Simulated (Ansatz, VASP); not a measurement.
AlN in VASP and in Ansatz

```
CELL_PARAMETERS angstrom
-1.65675 2.86957 0.00000
0.00000 0.00000 4.18746
4.97025 2.86957 0.00000
ATOMIC_POSITIONS crystal
Al 0.43787 0.75000 0.27271
Al 0.00000 0.75000 0.66667
Al 0.00000 0.25000 0.33333
Al 0.50000 0.25000 0.83333
N 0.50000 0.25000 0.16667
N 0.00000 0.25000 0.66667
N 0.00000 0.75000 0.33333
N 0.50000 0.75000 0.83333
```

Alike in both runs: task single point; functional PBE; k mesh 8 × 6 × 4; occupations gaussian, width 0.05 eV; no spin polarisation.

```csv
,VASP,Ansatz
version,VASP 6.6.1,Ansatz 0.2.0
potentials or method,"VASP PAW PBE potentials, release 64 (Al, N), cutoff 520 eV","scalar-relativistic, plane waves, PAW"
valence electrons in the cell,32,32
```

|  | VASP | Ansatz | Ansatz less VASP |
| --- | --- | --- | --- |
| gap on the k mesh at the Fermi level (eV) | 2.20 | 2.19 | -0.005 |
| least direct gap on the mesh (eV) | 2.20 | 2.19 | -0.005 |
| pressure (GPa) | 14.0 | 14.0 | +0.04 |
| traceless stress, the component that is largest in VASP (GPa) | -23.11 | -22.95 | +0.162 |
| rms of the force components (eV/Å) | 4.368 | 4.352 | -0.0167 |

Atom by atom the forces differ by 0.019 eV/Å (rms over components).
